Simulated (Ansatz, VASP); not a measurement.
**Nb: VASP beside Ansatz**

File INCAR:

```
SYSTEM = Nb
ALGO = Normal ; EDIFF = 1E-6
ENCUT = 500 ; GGA = RE
GGA_COMPAT = .False. ; ISIF = 2
ISMEAR = -1 ; ISPIN = 2
LASPH = .True. ; LCHARG = .False.
LMAXMIX = 4 ; LORBIT = 11
LREAL = .False. ; LWAVE = .False.
MAGMOM = 1 ; NBANDS = 16
NELM = 200 ; PREC = Accurate
SIGMA = 0.1
```

Contents of KPOINTS:

```
k-points
0
Gamma
  7 7 7
  0 0 0
```

The input POSCAR:

```
Nb
1.0
   -1.6603275548      1.6603275548      1.6603275548
    1.6603275548     -1.6603275548      1.6603275548
    1.6603275548      1.6603275548     -1.6603275548
Nb
1
Direct
    0.0000000000      0.0000000000      0.0000000000
```

Input for Ansatz:

```yaml
crystal:
  lattice:
    - [-1.6603275548, 1.6603275548, 1.6603275548]
    - [1.6603275548, -1.6603275548, 1.6603275548]
    - [1.6603275548, 1.6603275548, -1.6603275548]
  atoms:
    - { symbol: Nb, position: [0.0, 0.0, 0.0], spin: 1.0 }
hamiltonian:
  xc: revpbe
  pseudopotentials:
    kind: paw
    azcp:
      Nb: "pseudopotentials/Nb.paw.azcp"
basis:
  ecutwfc: 420
  fft_grid_basis: typed
kpoints:
  mp_grid: { grid: [7, 7, 7], shift: [0, 0, 0] }
magnetization:
  spin_polarized: true
scf:
  occupations: { method: fermi_dirac, width: 0.1 }
```

Alike in both runs: task single point; functional revPBE; k mesh 7 × 7 × 7; occupations fermi-dirac, width 0.1 eV; collinear spin.

|  | VASP | Ansatz |
| --- | --- | --- |
| version | VASP 6.6.1 | Ansatz 0.2.0 |
| potentials or method | VASP PAW PBE potentials, release 64 (Nb_sv), cutoff 500 eV | plane waves (420 eV) with PAW, scalar-relativistic |
| valence electrons in the cell | 13 | 13 |

```csv
,VASP,Ansatz,Ansatz less VASP
net moment per atom (μB),0.00,0.00,-0.002
```

VASP's potentials were made for PBE, not for revPBE. The functional is the same, so the differences come from potentials, cutoffs and numerics. Ansatz's warnings: seeded moment not kept.

The k mesh is coarse, so the values compare programs but aren't converged.
